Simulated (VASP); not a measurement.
# Sb (Im-3m) in VASP: a series of runs

Sb is run at these levels: PBE; tasks: single point.

Everything below comes from runs of VASP 6.6.1. Logs are shortened: lines on timing, memory, paths and dates and some standing lists are left out, and cuts for length are marked.

**1. The cell of the first run**

Symmetry: Im-3m, No. 229, cubic system. The conventional cell has a = 3.792 Å, b = 3.792 Å, c = 3.792 Å, α = 90.00°, β = 90.00°, γ = 90.00°. Within 4.3 Å of Sb (site symmetry m-3m) lie 14 Sb at 3.28 to 3.79 Å.

This isn't the form of Sb at room conditions, which is rhombohedral.

**2. Single point, PBE, non-collinear spin, zero start, spin-orbit coupling**

INCAR

```
PREC = Accurate ; ENCUT = 520
EDIFF = 1E-6 ; ISMEAR = -1
SIGMA = 0.05 ; LREAL = False
LASPH = True ; NELM = 150
ALGO = Normal ; ISIF = 2
LWAVE = False ; LCHARG = False
LNONCOLLINEAR = True ; MAGMOM = 0 0 0
LORBIT = 11 ; LSORBIT = True
GGA_COMPAT = False ; LORBMOM = True
GGA = PE ; NBANDS = 16
```

KPOINTS

```
regular mesh
0
Gamma
  15 15 15
```

POSCAR

```
Sb
1.0
   -1.8957677943      1.8957677943      1.8957677943
    1.8957677943     -1.8957677943      1.8957677943
    1.8957677943      1.8957677943     -1.8957677943
Sb
1
Direct
    0.0000000000      0.0000000000      0.0000000000
```

Potentials or basis: VASP PAW PBE potentials, release 64 (Sb).

Run with:

```bash
cat potpaw_PBE.64/Sb/POTCAR > POTCAR
mpirun -np 1 vasp_ncl > vasp.out
```

OUTCAR:

```text
PREC = Accurate
   ENCUT = 520
   EDIFF = 1E-6
   ISMEAR = -1
   LREAL = False
   LASPH = True
   NELM = 150
   ISIF = 2
   LNONCOLLINEAR = True
   LORBIT = 11
   LSORBIT = True
   GGA = PE

 ion  position               nearest neighbor table
   1  0.000  0.000  0.000-

  LATTYP: Found a body centered cubic cell.
 ALAT       =     3.7915355886

  Lattice vectors:

 A1 = (  -1.8957677943,   1.8957677943,   1.8957677943)
 A2 = (   1.8957677943,  -1.8957677943,   1.8957677943)
 A3 = (   1.8957677943,   1.8957677943,  -1.8957677943)

Analysis of symmetry for initial positions (statically):
=====================================================================
 Subroutine PRICEL returns:
 Original cell was already a primitive cell.

 Routine SETGRP: Setting up the symmetry group for a
 body centered cubic supercell.

 Subroutine GETGRP returns: Found 48 space group operations
 (whereof 48 operations were pure point group operations)
 out of a pool of 48 trial point group operations.

The static configuration has the point symmetry O_h .

Analysis of symmetry for dynamics (positions and initial velocities):
=====================================================================
 Subroutine PRICEL returns:
 Original cell was already a primitive cell.

 Routine SETGRP: Setting up the symmetry group for a
 body centered cubic supercell.

 Subroutine GETGRP returns: Found 48 space group operations
 (whereof 48 operations were pure point group operations)
 out of a pool of 48 trial point group operations.

The dynamic configuration has the point symmetry O_h .

Analysis of structural, dynamic, and magnetic symmetry:
=====================================================================
 Subroutine PRICEL returns:
 Original cell was already a primitive cell.

 Routine SETGRP: Setting up the symmetry group for a
 body centered cubic supercell.

 Subroutine GETGRP returns: Found 48 space group operations
 (whereof 48 operations were pure point group operations)
 out of a pool of 48 trial point group operations.

The overall configuration has the point symmetry O_h .

 Subroutine INISYM returns: Found 48 space group operations
 (whereof 48 operations are pure point group operations),
 and found     1 'primitive' translations

----------------------------------------------------------------------------------------

                                     Primitive cell

  volume of cell :      27.2531

  direct lattice vectors                    reciprocal lattice vectors
    -1.895767794  1.895767794  1.895767794     0.000000000  0.263745381  0.263745381
     1.895767794 -1.895767794  1.895767794     0.263745381  0.000000000  0.263745381
     1.895767794  1.895767794 -1.895767794     0.263745381  0.263745381  0.000000000

  length of vectors
     3.283566139  3.283566139  3.283566139     0.372992295  0.372992295  0.372992295

  position of ions in fractional coordinates (direct lattice)
     0.000000000  0.000000000  0.000000000

  ion indices of the primitive-cell ions
   primitive index   ion index
                 1           1

----------------------------------------------------------------------------------------

 KPOINTS: regular mesh

Automatic generation of k-mesh.
 Grid dimensions read from file:
 generate k-points for:   15   15   15

 Generating k-lattice:

  Cartesian coordinates                     Fractional coordinates (reciprocal lattice)
     0.000000000  0.017583025  0.017583025     0.066666667  0.000000000  0.000000000
     0.017583025  0.000000000  0.017583025     0.000000000  0.066666667  0.000000000
     0.017583025  0.017583025  0.000000000     0.000000000  0.000000000  0.066666667

  Length of vectors
     0.024866153  0.024866153  0.024866153

  Shift w.r.t. Gamma in fractional coordinates (k-lattice)
     0.000000000  0.000000000  0.000000000
[... 43 lines left out ...]
   ISTART =      0    job   : 0-new  1-cont  2-samecut
   ICHARG =      2    charge: 1-file 2-atom 10-const
   ISPIN  =      1    spin polarized calculation?
   LNONCOLLINEAR =      T non collinear calculations
   LSORBIT =      T    spin-orbit coupling
   LASPH  =      T    aspherical Exc in radial PAW
   ENCUT  =  520.0 eV  38.22 Ry    6.18 a.u.   6.11  6.11  6.11*2*pi/ulx,y,z
   NELM   =    150;   NELMIN=  2; NELMDL= -5     # of ELM steps
   EDIFF  = 0.1E-05   stopping-criterion for ELM
   LREAL  =      F    real-space projection
   EDIFFG = 0.1E-04   stopping-criterion for IOM
   NSW    =      0    number of steps for IOM
   IBRION =     -1    ionic relax: 0-MD 1-quasi-New 2-CG
   NFREE  =      0    steps in history (QN), initial steepest desc. (CG)
   ISIF   =      2    stress and relaxation
   ISYM   =      2    0-nonsym 1-usesym 2-fastsym
   POTIM  = 0.5000    time-step for ionic-motion
   TEBEG  =    0.0;   TEEND  =   0.0 temperature during run
   PSTRESS=    0.0 pullay stress
   NELECT =       5.0000    total number of electrons
   NUPDOWN=      -1.0000    fix difference up-down
   EMIN   =  10.00;   EMAX   =-10.00  energy-range for DOS
   EFERMI =   0.00;   METHOD = LEGACY
   ISMEAR =    -1;   SIGMA  =   0.05  broadening in eV -4-tet -1-fermi 0-gaus
   EFERMI_NEDOS =   21; number of points for ismear=-14 and -15
   IALGO  =     38    algorithm
   IMIX   =      4    mixing-type and parameters
     AMIX     =   0.40;   BMIX     =  1.00
     AMIX_MAG =   1.60;   BMIX_MAG =  1.00
  volume/ion in A,a.u.               =      27.25       183.91
  Fermi-wavevector in a.u.,A,eV,Ry     =   0.930236  1.757891 11.773646  0.865339
  Thomas-Fermi vector in A             =   2.056603
   LORBIT       =     11    0 simple, 1 ext, 2 COOP (PROOUT), +10 PAW based schemes
   GGA     = PE    functional components
   LHFCALC =     F    Hartree Fock is set to
   AEXX    =    0.0000 exact exchange contribution
   IVDW    =     0    specifies the selected vdW correction
   LEPSILON=     F    determine dielectric tensor
   LRPA    =     F    only Hartree local field effects (RPA)
  energy-cutoff  :      520.00
  volume of cell :       27.25
 maximum number of plane-waves:      1502
   NGX = 13   NGY = 13   NGZ = 13

 number of electron       5.0000000 magnetization       0.0000000      0.0000000      0.0000000

 number of electron       5.0000000 magnetization       0.0000000     -0.0000000     -0.0000000

 number of electron       5.0000000 magnetization      -0.0000000      0.0000000      0.0000000

 Free energy of the ion-electron system (eV)
  ---------------------------------------------------
  ext. energy  EPLUGINS =         0.00000000
  ---------------------------------------------------
  free energy    TOTEN  =        -3.97680027 eV

  energy without entropy =       -3.96947082  energy(sigma->0) =       -3.97313554

 E-fermi :   8.2903     XC(G=0): -10.1741

 val. band max:        8.2118001227   @ k =  -0.2667   0.4000   0.0667
 cond. band min:       8.2966439467   @ k =  -0.2000   0.2667   0.1333
 fundamental gap:      0.0848438240
 Fermi energy:         8.2903441058

 k-point     1 :       0.0000    0.0000    0.0000
  band No.  band energies     occupation
      1      -4.4503      1.00000
      2      -4.4503      1.00000
      3      12.8513      0.00000
      4      12.8513      0.00000
      5      14.0967      0.00000
      6      14.0967      0.00000
[... 433 lines left out ...]
      3       3.4266      1.00000
      4       3.4266      1.00000
      5       6.8820      1.00000
      6       6.8820      1.00000
[... 8 lines left out ...]
     15      20.8080      0.00000
     16      20.8080      0.00000

 [... further k-points ...]
[... 5 lines left out ...]
  --------------------------------------------------------------------------------------
  -------------------------------------------------------------------------------------
  Total       -0.0240524     -0.0240524     -0.0240524      0.0000000     -0.0000000      0.0000000
  in kB       -1.4140151     -1.4140151     -1.4140151      0.0000000     -0.0000000      0.0000000
  external PRESSURE =      -1.4140151 kB  Pullay stress =       0.0000000 kB

 VOLUME and BASIS-vectors are now :
 -----------------------------------------------------------------------------
  energy-cutoff  :      520.00
  volume of cell :       27.25
      direct lattice vectors                 reciprocal lattice vectors
    -1.895767794  1.895767794  1.895767794     0.000000000  0.263745381  0.263745381
     1.895767794 -1.895767794  1.895767794     0.263745381  0.000000000  0.263745381
     1.895767794  1.895767794 -1.895767794     0.263745381  0.263745381  0.000000000

 POSITION                                       TOTAL-FORCE (eV/Angst)
 -----------------------------------------------------------------------------------
      0.00000      0.00000      0.00000        -0.000000      0.000000     -0.000000
 -----------------------------------------------------------------------------------
    total drift:                                0.000000     -0.000000     -0.000000

  FREE ENERGIE OF THE ION-ELECTRON SYSTEM (eV)
  ---------------------------------------------------
  free  energy   TOTEN  =        -3.9768002697 eV

  energy  without entropy=       -3.9694708160  energy(sigma->0) =       -3.97313554

 orbital moment (x)

 # of ion     p       d       tot
 ----------------------------------------
  1         0.000  -0.000  -0.000
 ----------------------------------------
            0.000  -0.000  -0.000

 orbital moment (y)

 # of ion     p       d       tot
 ----------------------------------------
  1         0.000  -0.000  -0.000
 ----------------------------------------
            0.000  -0.000  -0.000

 orbital moment (z)

 # of ion     p       d       tot
 ----------------------------------------
  1         0.000  -0.000  -0.000
 ----------------------------------------
            0.000  -0.000  -0.000

 Spin-Orbit-Coupling matrix elements

 Ion:    1  E_soc:     -0.1393733
 l=   1
     0.0000000    -0.0230213    -0.0230213
    -0.0230213     0.0000000    -0.0230213
    -0.0230213    -0.0230213     0.0000000
 l=   2
     0.0000000    -0.0000562     0.0000000    -0.0000562    -0.0001514
    -0.0000562     0.0000000    -0.0001136    -0.0000562    -0.0000379
     0.0000000    -0.0001136     0.0000000    -0.0001136     0.0000000
    -0.0000562    -0.0000562    -0.0001136     0.0000000    -0.0000379
    -0.0001514    -0.0000379     0.0000000    -0.0000379     0.0000000
 l=   3
     0.0000000     0.0000000     0.0000000     0.0000000     0.0000000     0.0000000     0.0000000
     0.0000000     0.0000000     0.0000000     0.0000000     0.0000000     0.0000000     0.0000000
     0.0000000     0.0000000     0.0000000     0.0000000     0.0000000     0.0000000     0.0000000
     0.0000000     0.0000000     0.0000000     0.0000000     0.0000000     0.0000000     0.0000000
     0.0000000     0.0000000     0.0000000     0.0000000     0.0000000     0.0000000     0.0000000
     0.0000000     0.0000000     0.0000000     0.0000000     0.0000000     0.0000000     0.0000000
     0.0000000     0.0000000     0.0000000     0.0000000     0.0000000     0.0000000     0.0000000

 total charge

# of ion       s       p       d       tot
------------------------------------------
    1        1.244   1.051   0.037   2.332

 magnetization (x)

# of ion       s       p       d       tot
------------------------------------------
    1       -0.000   0.000   0.000  -0.000

 magnetization (y)

# of ion       s       p       d       tot
------------------------------------------
    1        0.000   0.000  -0.000   0.000

 magnetization (z)

# of ion       s       p       d       tot
------------------------------------------
    1       -0.000   0.000   0.000   0.000
```

Run time: 94 s. Hardware: 1 thread of Intel Xeon 8259CL, shared host; peak memory 0.24 GiB.

Results:

- Free energy: -3.9768 eV
- Pressure: -0.1 GPa
- Net moment: 0.00 μB per cell
- Valence electrons inside the program's atomic spheres: Sb 2.33

Moments on the atoms (μB; x, y, z):
```
Sb  0.00 0.00 0.00
```

**3. Single point, PBE, non-collinear spin, zero start, spin-orbit coupling**

INCAR

```
SYSTEM = Sb
ALGO = Normal ; EDIFF = 1E-6
ENCUT = 520 ; GGA = PE
GGA_COMPAT = .False. ; ISIF = 2
ISMEAR = -1 ; LASPH = .True.
LCHARG = .True. ; LORBIT = 11
LORBMOM = .True. ; LREAL = .False.
LSORBIT = .True. ; LVHAR = .True.
LWAVE = .False. ; MAGMOM = 0 0 0
NBANDS = 16 ; NELM = 150
PREC = Accurate ; SIGMA = 0.05
```

KPOINTS

```
k-points
0
Gamma
  15 15 15
  0 0 0
```

POSCAR is that of step 2.

Potentials or basis: VASP PAW PBE potentials, release 64 (Sb).

Run with:

```bash
cat potpaw_PBE.64/Sb/POTCAR > POTCAR
mpirun -np 1 vasp_ncl > vasp.out
```

It took 95 s on 1 thread of Intel Xeon 8259CL, shared host; peak memory 0.24 GiB.

The run converged. Its results:

| Quantity | Value |
| --- | --- |
| Free energy | -3.9768 eV |
| Pressure | -0.1 GPa |
| Net moment | 0.00 μB per cell |
| Valence electrons inside the program's atomic spheres | Sb 2.33 |

Moments on the atoms (μB; x, y, z):
```
Sb  0.00 0.00 0.00
```
